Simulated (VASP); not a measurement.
# Al2O3 (Corundum) (R-3c) in VASP: settings compared

Aim: see how the results for Al2O3 (Corundum) move with the level of theory and the settings. Levels: LDA, PBEsol, PBE, r2SCAN. Tasks: single point.

Everything below comes from runs of VASP 6.6.1. Logs are shortened: lines on timing, memory, paths and dates and some standing lists are left out, and cuts for length are marked.

**What was measured.**

From “Multi-petahertz electron interference in Cr:Al2O3 solid-state material”, 2018, pmc:5906618, for a bulk crystal of Al2O3: band gap 8.7 eV (optical).

The runs below are set against these values where they give the same quantity.

**1. The cell of the first run**

It takes space group R-3c (No. 167, trigonal). Conventional cell: a = 4.729 Å, b = 4.729 Å, c = 12.890 Å, α = 90.00°, β = 90.00°, γ = 120.00°. Within 2.4 Å of Al (site symmetry 3) lie 6 O at 1.84 to 1.95 Å. Within 2.4 Å of O (site symmetry 2) lie 4 Al at 1.84 to 1.95 Å.

**2. Single point, LDA**

Contents of INCAR:

```
ALGO = Normal
EDIFF = 1E-7
ENCUT = 520
ISIF = 2
ISMEAR = -1
LASPH = True
LCHARG = False
LREAL = False
LWAVE = False
NBANDS = 35
NELM = 80
PREC = Accurate
SIGMA = 0.02
```

Contents of KPOINTS:

```
k-points
0
Gamma
  6 6 6
```

Contents of POSCAR:

```
Al2O3
1.0
    2.3643414007      1.3650531441      4.2966967319
   -2.3643414007      1.3650531441      4.2966967319
    0.0000000000     -2.7301062883      4.2966967319
Al O
4 6
Direct
    0.3519802914      0.3519802914      0.3519802914
    0.1480197086      0.1480197086      0.1480197086
    0.6480197086      0.6480197086      0.6480197086
    0.8519802914      0.8519802914      0.8519802914
    0.5558304224      0.9441695776      0.2500000000
    0.2500000000      0.5558304224      0.9441695776
    0.9441695776      0.2500000000      0.5558304224
    0.4441695776      0.0558304224      0.7500000000
    0.7500000000      0.4441695776      0.0558304224
    0.0558304224      0.7500000000      0.4441695776
```

Potentials or basis: VASP PAW LDA potentials, release 64 (Al, O).

Started as:

```bash
$ cat potpaw_LDA.64/Al/POTCAR potpaw_LDA.64/O/POTCAR > POTCAR
$ mpirun -np 1 vasp_std > vasp.out
```

OUTCAR:

```text
EDIFF = 1E-7
   ENCUT = 520
   ISIF = 2
   ISMEAR = -1
   LASPH = True
   LREAL = False
   NELM = 80
   PREC = Accurate

 ion  position               nearest neighbor table
   1  0.352  0.352  0.352-   9 1.84   8 1.84  10 1.84   7 1.95   6 1.95   5 1.95   2 2.63   3 2.77
                             3 2.77   3 2.77   2 3.20   2 3.20   2 3.20
   2  0.148  0.148  0.148-  10 1.84   8 1.84   9 1.84   6 1.95   7 1.95   5 1.95   1 2.63   4 2.77
                             4 2.77   4 2.77   1 3.20   1 3.20   1 3.20
   3  0.648  0.648  0.648-   6 1.84   5 1.84   7 1.84  10 1.95   9 1.95   8 1.95   4 2.63   1 2.77
                             1 2.77   1 2.77   4 3.20   4 3.20   4 3.20
   4  0.852  0.852  0.852-   7 1.84   5 1.84   6 1.84   9 1.95  10 1.95   8 1.95   3 2.63   2 2.77
                             2 2.77   2 2.77   3 3.20   3 3.20   3 3.20
   5  0.556  0.944  0.250-   3 1.84   4 1.84   1 1.95   2 1.95
   6  0.250  0.556  0.944-   3 1.84   4 1.84   2 1.95   1 1.95
   7  0.944  0.250  0.556-   4 1.84   3 1.84   1 1.95   2 1.95
   8  0.444  0.056  0.750-   1 1.84   2 1.84   3 1.95   4 1.95
   9  0.750  0.444  0.056-   1 1.84   2 1.84   4 1.95   3 1.95
  10  0.056  0.750  0.444-   2 1.84   1 1.84   3 1.95   4 1.95

  LATTYP: Found a trigonal (rhomboedric) cell.
 ALAT       =     5.0906859215
 COS(alpha) =     0.5685824949

  Lattice vectors:

 A1 = (   2.3643414007,   1.3650531441,   4.2966967319)
 A2 = (  -2.3643414007,   1.3650531441,   4.2966967319)
 A3 = (   0.0000000000,  -2.7301062883,   4.2966967319)

Analysis of symmetry for initial positions (statically):
=====================================================================
 Subroutine PRICEL returns:
 Original cell was already a primitive cell.

 Routine SETGRP: Setting up the symmetry group for a
 trigonal (rhombohedral) supercell.

 Subroutine GETGRP returns: Found 12 space group operations
 (whereof  6 operations were pure point group operations)
 out of a pool of 12 trial point group operations.

The static configuration has the point symmetry S_6 .
 The point group associated with its full space group is D_3d.

Analysis of symmetry for dynamics (positions and initial velocities):
=====================================================================
 Subroutine PRICEL returns:
 Original cell was already a primitive cell.

 Routine SETGRP: Setting up the symmetry group for a
 trigonal (rhombohedral) supercell.

 Subroutine GETGRP returns: Found 12 space group operations
 (whereof  6 operations were pure point group operations)
 out of a pool of 12 trial point group operations.

The dynamic configuration has the point symmetry S_6 .
 The point group associated with its full space group is D_3d.

 Subroutine INISYM returns: Found 12 space group operations
 (whereof  6 operations are pure point group operations),
 and found     1 'primitive' translations

----------------------------------------------------------------------------------------

                                     Primitive cell

  volume of cell :      83.2043

  direct lattice vectors                    reciprocal lattice vectors
     2.364341401  1.365053144  4.296696732     0.211475382  0.122095369  0.077578976
    -2.364341401  1.365053144  4.296696732    -0.211475382  0.122095369  0.077578976
     0.000000000 -2.730106288  4.296696732     0.000000000 -0.244190737  0.077578976

  length of vectors
     5.090685921  5.090685921  5.090685921     0.256217903  0.256217903  0.256217903

  position of ions in fractional coordinates (direct lattice)
     0.351980291  0.351980291  0.351980291
     0.148019709  0.148019709  0.148019709
     0.648019709  0.648019709  0.648019709
     0.851980291  0.851980291  0.851980291
     0.555830422  0.944169578  0.250000000
     0.250000000  0.555830422  0.944169578
     0.944169578  0.250000000  0.555830422
     0.444169578  0.055830422  0.750000000
     0.750000000  0.444169578  0.055830422
     0.055830422  0.750000000  0.444169578

  ion indices of the primitive-cell ions
   primitive index   ion index
                 1           1
                 2           2
                 3           3
                 4           4
                 5           5
                 6           6
                 7           7
                 8           8
                 9           9
                10          10

----------------------------------------------------------------------------------------

 KPOINTS: k-points

Automatic generation of k-mesh.
 Grid dimensions read from file:
 generate k-points for:    6    6    6

 Generating k-lattice:

  Cartesian coordinates                     Fractional coordinates (reciprocal lattice)
     0.035245897  0.020349228  0.012929829     0.166666667  0.000000000  0.000000000
    -0.035245897  0.020349228  0.012929829     0.000000000  0.166666667  0.000000000
     0.000000000 -0.040698456  0.012929829     0.000000000  0.000000000  0.166666667

  Length of vectors
     0.042702984  0.042702984  0.042702984

  Shift w.r.t. Gamma in fractional coordinates (k-lattice)
     0.000000000  0.000000000  0.000000000

 Subroutine IBZKPT returns following result:
 ===========================================

 Found     32 irreducible k-points:

 Following reciprocal coordinates:
            Coordinates               Weight
  0.000000  0.000000  0.000000      1.000000
  0.166667 -0.000000  0.000000      6.000000
  0.333333 -0.000000 -0.000000      6.000000
  0.500000  0.000000  0.000000      3.000000
  0.166667  0.166667  0.000000      6.000000
  0.333333  0.166667  0.000000     12.000000
[... 16 lines left out ...]
  0.500000  0.500000  0.166667      6.000000
 -0.333333  0.500000  0.166667     12.000000
 [... further k-points ...]
   k-points           NKPTS =     32   k-points in BZ     NKDIM =     32   number of bands    NBANDS=     35
   number of dos      NEDOS =    301   number of ions     NIONS =     10
   total plane-waves  NPLWV =  64000
   dimension x,y,z NGX =    40 NGY =   40 NGZ =   40
   dimension x,y,z NGXF=    80 NGYF=   80 NGZF=   80
   ions per type =               4   6
   NGX,Y,Z   is equivalent  to a cutoff of  13.06, 13.06, 13.06 a.u.
   NGXF,Y,Z  is equivalent  to a cutoff of  26.13, 26.13, 26.13 a.u.
 SYSTEM =  unknown system
   PREC   = accura    normal or accurate (medium, high low for compatibility)
   ISTART =      0    job   : 0-new  1-cont  2-samecut
   ICHARG =      2    charge: 1-file 2-atom 10-const
   ISPIN  =      1    spin polarized calculation?
   LNONCOLLINEAR =      F non collinear calculations
   LSORBIT =      F    spin-orbit coupling
   LASPH  =      T    aspherical Exc in radial PAW
   ENCUT  =  520.0 eV  38.22 Ry    6.18 a.u.   9.47  9.47  9.47*2*pi/ulx,y,z
   NELM   =     80;   NELMIN=  2; NELMDL= -5     # of ELM steps
   EDIFF  = 0.1E-06   stopping-criterion for ELM
   LREAL  =      F    real-space projection
   EDIFFG = 0.1E-05   stopping-criterion for IOM
   NSW    =      0    number of steps for IOM
   IBRION =     -1    ionic relax: 0-MD 1-quasi-New 2-CG
   NFREE  =      0    steps in history (QN), initial steepest desc. (CG)
   ISIF   =      2    stress and relaxation
   ISYM   =      2    0-nonsym 1-usesym 2-fastsym
   POTIM  = 0.5000    time-step for ionic-motion
   TEBEG  =    0.0;   TEEND  =   0.0 temperature during run
   PSTRESS=    0.0 pullay stress
   NELECT =      48.0000    total number of electrons
   NUPDOWN=      -1.0000    fix difference up-down
   EMIN   =  10.00;   EMAX   =-10.00  energy-range for DOS
   EFERMI =   0.00;   METHOD = LEGACY
   ISMEAR =    -1;   SIGMA  =   0.02  broadening in eV -4-tet -1-fermi 0-gaus
   EFERMI_NEDOS =   21; number of points for ismear=-14 and -15
   IALGO  =     38    algorithm
   IMIX   =      4    mixing-type and parameters
     AMIX     =   0.40;   BMIX     =  1.00
     AMIX_MAG =   1.60;   BMIX_MAG =  1.00
  volume/ion in A,a.u.               =       8.32        56.15
  Fermi-wavevector in a.u.,A,eV,Ry     =   1.362825  2.575365 25.269982  1.857291
  Thomas-Fermi vector in A             =   2.489281
   LORBIT       =      0    0 simple, 1 ext, 2 COOP (PROOUT), +10 PAW based schemes
   GGA     = CA    functional components
   LHFCALC =     F    Hartree Fock is set to
   AEXX    =    0.0000 exact exchange contribution
   IVDW    =     0    specifies the selected vdW correction
   LEPSILON=     F    determine dielectric tensor
   LRPA    =     F    only Hartree local field effects (RPA)
 non-spin polarized calculation
  energy-cutoff  :      520.00
  volume of cell :       83.20
 maximum number of plane-waves:      2259
 NGX is ok and might be reduce to    40
   NGX = 19   NGY = 19   NGZ = 19

 number of electron      48.0000010 magnetization

 Free energy of the ion-electron system (eV)
  ---------------------------------------------------
  ext. energy  EPLUGINS =         0.00000000
  ---------------------------------------------------
  free energy    TOTEN  =       -83.10329895 eV

  energy without entropy =      -83.10329895  energy(sigma->0) =      -83.10329895

 E-fermi :   6.4980     XC(G=0): -12.2703

 val. band max:        6.0703207631   @ k =   0.0000   0.0000   0.0000
 cond. band min:      12.5161891394   @ k =   0.0000   0.0000   0.0000
 fundamental gap:      6.4458683763
 Fermi energy:         6.4980387674

 k-point     1 :       0.0000    0.0000    0.0000
  band No.  band energies     occupation
      1     -13.1209      2.00000
      2     -10.6013      2.00000
      3     -10.2947      2.00000
      4     -10.2947      2.00000
      5      -9.9521      2.00000
      6      -9.9521      2.00000
[... 27 lines left out ...]
     34      19.8322      0.00000
     35      20.6593      0.00000

 k-point     2 :       0.1667   -0.0000    0.0000
  band No.  band energies     occupation
      1     -12.9690      2.00000
      2     -10.6869      2.00000
      3     -10.3841      2.00000
      4     -10.3259      2.00000
      5     -10.0265      2.00000
      6      -9.9629      2.00000
[... 27 lines left out ...]
     34      19.0834      0.00000
     35      20.3299      0.00000
[... 796 lines left out ...]
     34      19.3627      0.00000
     35      19.8083      0.00000

 k-point    24 :      -0.3333    0.5000    0.1667
  band No.  band energies     occupation
      1     -11.7282      2.00000
      2     -11.3233      2.00000
      3     -11.0496      2.00000
      4     -10.8043      2.00000
      5     -10.1566      2.00000
      6      -9.9270      2.00000
[... 27 lines left out ...]
     34      19.3886      0.00000
     35      19.5854      0.00000

 [... further k-points ...]
[... 5 lines left out ...]
  --------------------------------------------------------------------------------------
  -------------------------------------------------------------------------------------
  Total        0.5251003      0.5251003      0.4314351      0.0000000     -0.0000000      0.0000000
  in kB       10.1113038     10.1113038      8.3076916      0.0000000     -0.0000000      0.0000000
  external PRESSURE =       9.5100997 kB  Pullay stress =       0.0000000 kB

 VOLUME and BASIS-vectors are now :
 -----------------------------------------------------------------------------
  energy-cutoff  :      520.00
  volume of cell :       83.20
      direct lattice vectors                 reciprocal lattice vectors
     2.364341401  1.365053144  4.296696732     0.211475382  0.122095369  0.077578976
    -2.364341401  1.365053144  4.296696732    -0.211475382  0.122095369  0.077578976
     0.000000000 -2.730106288  4.296696732     0.000000000 -0.244190737  0.077578976

 POSITION                                       TOTAL-FORCE (eV/Angst)
 -----------------------------------------------------------------------------------
      0.00000     -0.00000      4.53706         0.000000      0.000000     -0.000579
      0.00000     -0.00000      1.90799         0.000000     -0.000000      0.000579
      0.00000     -0.00000      8.35303         0.000000     -0.000000      0.000579
      0.00000     -0.00000     10.98210         0.000000      0.000000     -0.000579
     -0.91817      1.36505      7.51922        -0.003283     -0.000000     -0.000000
     -0.72309     -1.47768      7.51922         0.001641     -0.002843     -0.000000
      1.64125      0.11263      7.51922         0.001641      0.002843     -0.000000
      0.91817     -1.36505      5.37087         0.003283     -0.000000     -0.000000
      0.72309      1.47768      5.37087        -0.001641      0.002843     -0.000000
     -1.64125     -0.11263      5.37087        -0.001641     -0.002843     -0.000000
 -----------------------------------------------------------------------------------
    total drift:                                0.000000     -0.000000     -0.000000

  FREE ENERGIE OF THE ION-ELECTRON SYSTEM (eV)
  ---------------------------------------------------
  free  energy   TOTEN  =       -83.1032989469 eV

  energy  without entropy=      -83.1032989469  energy(sigma->0) =      -83.10329895
```

Wall time 40 s (1 thread of Intel Xeon 6975P-C (Granite Rapids), shared host); peak memory 0.22 GiB.

Results:

| Property | Result |
| --- | --- |
| Free energy | -83.1033 eV |
| Pressure | 1.0 GPa |
| Largest force | 0.003 eV/Å |
| Band gap on the k mesh | 6.45 eV, direct |

Forces in eV/Å, atoms in the order of the input:
```
Al   0.000  0.000 -0.001
Al   0.000  0.000  0.001
Al   0.000  0.000  0.001
Al   0.000  0.000 -0.001
O   -0.003  0.000  0.000
O    0.002 -0.003  0.000
O    0.002  0.003  0.000
O    0.003  0.000  0.000
O   -0.002  0.003  0.000
O   -0.002 -0.003  0.000
```

Levels at points of the mesh, in eV from the valence-band top:
| k point | band 22 | band 23 | band 24 | band 25 | band 26 | band 27 |
| --- | --- | --- | --- | --- | --- | --- |
| (0.00, 0.00, 0.00) | -0.04 | -0.04 | 0.00 | 6.45 | 9.09 | 10.80 |
| (0.50, 0.00, 0.00) | -0.94 | -0.29 | -0.29 | 9.48 | 9.48 | 9.76 |
| (0.50, 0.50, 0.00) | -0.95 | -0.78 | -0.26 | 9.46 | 9.86 | 9.98 |
| (0.50, 0.50, 0.50) | -0.39 | -0.39 | -0.39 | 8.77 | 8.77 | 11.01 |

**3. Single point, PBEsol**

This run uses another cell than the first one, of 8.56 Å³/atom, 1.029 times its volume.

Contents of INCAR:

```
PREC = Accurate
ENCUT = 520
EDIFF = 1E-6
ISMEAR = -1
SIGMA = 0.02
LREAL = F
LASPH = T
NELM = 100
ALGO = Normal
ISIF = 2
LWAVE = F
LCHARG = F
GGA = PS
NBANDS = 35
```

Contents of KPOINTS:

```
Automatic mesh
0
Gamma
  6 6 6
```

Contents of POSCAR:

```
Al2O3
1.0
    2.3866264159      1.3779194037      4.3377922320
   -2.3866264159      1.3779194037      4.3377922320
    0.0000000000     -2.7558388074      4.3377922320
Al O
4 6
Direct
    0.3520428234      0.3520428234      0.3520428234
    0.1479571766      0.1479571766      0.1479571766
    0.6479571766      0.6479571766      0.6479571766
    0.8520428234      0.8520428234      0.8520428234
    0.5558426705      0.9441573295      0.2500000000
    0.2500000000      0.5558426705      0.9441573295
    0.9441573295      0.2500000000      0.5558426705
    0.4441573295      0.0558426705      0.7500000000
    0.7500000000      0.4441573295      0.0558426705
    0.0558426705      0.7500000000      0.4441573295
```

Potentials or basis: VASP PAW PBE potentials, release 64 (Al, O).

Started as:

```bash
$ cat potpaw_PBE.64/Al/POTCAR potpaw_PBE.64/O/POTCAR > POTCAR
$ mpirun -np 1 vasp_std > vasp.out
```

Wall time 39 s (1 thread of Intel Xeon 6975P-C (Granite Rapids), shared host); peak memory 0.26 GiB.

Results (log left out):

| Item | Value |
| --- | --- |
| Free energy | -78.6643 eV |
| Pressure | 0.2 GPa |
| Largest force | 0.006 eV/Å |
| Band gap on the k mesh | 6.04 eV, direct |

Forces in eV/Å, atoms in the order of the input:
```
Al   0.000  0.000  0.006
Al   0.000  0.000 -0.006
Al   0.000  0.000 -0.006
Al   0.000  0.000  0.006
O   -0.001  0.000  0.000
O    0.000 -0.001  0.000
O    0.000  0.001  0.000
O    0.001  0.000  0.000
O    0.000  0.001  0.000
O    0.000 -0.001  0.000
```

Levels at points of the mesh, in eV from the valence-band top:
| k point | band 20 | band 21 | band 22 | band 23 | band 24 | band 25 | band 26 | band 27 | band 28 | band 29 |
| --- | --- | --- | --- | --- | --- | --- | --- | --- | --- | --- |
| (0.00, 0.00, 0.00) | -0.50 | -0.50 | -0.04 | -0.04 | 0.00 | 6.04 | 8.91 | 10.60 | 11.34 | 11.34 |
| (0.50, 0.00, 0.00) | -1.32 | -0.91 | -0.91 | -0.27 | -0.27 | 9.26 | 9.26 | 9.48 | 9.48 | 11.54 |
| (0.50, 0.50, 0.00) | -1.30 | -1.01 | -0.91 | -0.74 | -0.25 | 9.41 | 9.55 | 9.74 | 10.23 | 10.97 |
| (0.50, 0.50, 0.50) | -2.01 | -0.37 | -0.37 | -0.37 | -0.37 | 8.48 | 8.48 | 10.91 | 10.91 | 12.31 |

Caveat: the PAW data sets were made with another functional, which shifts forces and pressure a little.

**4. Single point, PBE**

This run uses another cell than the first one, of 8.76 Å³/atom, 1.052 times its volume.

Contents of INCAR:

```
PREC = Accurate
ENCUT = 520
EDIFF = 1E-6
ISMEAR = -1
SIGMA = 0.02
LREAL = False
LASPH = True
NELM = 100
ALGO = Normal
ISIF = 2
LWAVE = False
LCHARG = True
GGA = PE
LELF = True
LVHAR = True
NBANDS = 35
```

Contents of KPOINTS:

```
regular mesh
0
Gamma
  6 6 6
```

Contents of POSCAR:

```
Al2O3
1.0
    2.4039993521      1.3879496730      4.3738090632
   -2.4039993521      1.3879496730      4.3738090632
    0.0000000000     -2.7758993461      4.3738090632
Al O
4 6
Direct
    0.3521240340      0.3521240340      0.3521240340
    0.1478759660      0.1478759660      0.1478759660
    0.6478759660      0.6478759660      0.6478759660
    0.8521240340      0.8521240340      0.8521240340
    0.5561537278      0.9438462722      0.2500000000
    0.2500000000      0.5561537278      0.9438462722
    0.9438462722      0.2500000000      0.5561537278
    0.4438462722      0.0561537278      0.7500000000
    0.7500000000      0.4438462722      0.0561537278
    0.0561537278      0.7500000000      0.4438462722
```

Started as:

```bash
$ cat potpaw_PBE.64/Al/POTCAR potpaw_PBE.64/O/POTCAR > POTCAR
$ mpirun -np 1 vasp_std > vasp.out
```

Run time: 42 s. Hardware: 1 thread of Intel Xeon 6975P-C (Granite Rapids), shared host; peak memory 0.26 GiB.

The run converged. Its results:

```yaml
Free_energy: -74.8122 eV
Pressure: 0.0 GPa
Largest_force: 0.009 eV/Å
Band_gap_on_the_k_mesh: 5.85 eV, direct
```

Forces in eV/Å, atoms in the order of the input:
```
Al   0.000  0.000  0.009
Al   0.000  0.000 -0.009
Al   0.000  0.000 -0.009
Al   0.000  0.000  0.009
O    0.003  0.000  0.000
O   -0.001  0.002  0.000
O   -0.001 -0.002  0.000
O   -0.003  0.000  0.000
O    0.001 -0.002  0.000
O    0.001  0.002  0.000
```

Levels at points of the mesh, in eV from the valence-band top:
```csv
k point,band 22,band 23,band 24,band 25,band 26,band 27
"(0.00, 0.00, 0.00)",-0.03,-0.03,0.00,5.85,8.91,10.37
"(0.50, 0.00, 0.00)",-0.86,-0.25,-0.25,9.14,9.14,9.35
"(0.50, 0.50, 0.00)",-0.87,-0.70,-0.23,9.36,9.49,9.62
"(0.50, 0.50, 0.50)",-0.35,-0.35,-0.35,8.36,8.36,10.85
```

(Continued in part 2 of 2.)
